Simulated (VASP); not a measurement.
Here is a VASP 6.6.1 calculation.

The input INCAR:

```
SYSTEM = Na
PREC = Accurate
ENCUT = 500
EDIFF = 1E-7
ISMEAR = -1
SIGMA = 0.1
LREAL = .FALSE.
LASPH = .TRUE.
NELM = 120
ALGO = Normal
ISIF = 3
LWAVE = .FALSE.
LCHARG = .FALSE.
GGA = PS
IBRION = 2
NSW = 60
EDIFFG = -0.005
PSTRESS = 190.0
GGA_COMPAT = .FALSE.
NELMIN = 4
```

The input KPOINTS:

```
regular mesh
0
G
  15 15 8
  0 0 0
```

File POSCAR:

```
Na
1.0
    2.9757803834      0.0000000000      0.0000000000
   -1.4878901917      2.5771014081      0.0000000000
    0.0000000000      0.0000000000      4.8207642212
Na
2
Direct
    0.3333333333      0.6666666667      0.2500000000
    0.6666666667      0.3333333333      0.7500000000
```

Potentials or basis: VASP PAW PBE potentials, release 64 (Na_pv).

Launch:

```console
$ cat potpaw_PBE.64/Na_pv/POTCAR > POTCAR
$ mpirun -np 1 vasp_std > vasp.out
```

(1) Predict the relaxed cell.

(2) What does it give for the band gap on the k mesh?

(3) What does it give for the relaxed volume?

Results:

(1) a = 2.966 Å, b = 2.966 Å, c = 4.836 Å, α = 90.00°, β = 90.00°, γ = 120.00°.

(2) zero (bands 7 and 8 overlap by 6.31 eV).

(3) 18.42 Å³/atom.

Caveat: the cell is relaxed towards a set pressure, so the run minimises the enthalpy, not the energy; the PAW data sets were made with another functional, which shifts forces and pressure a little.
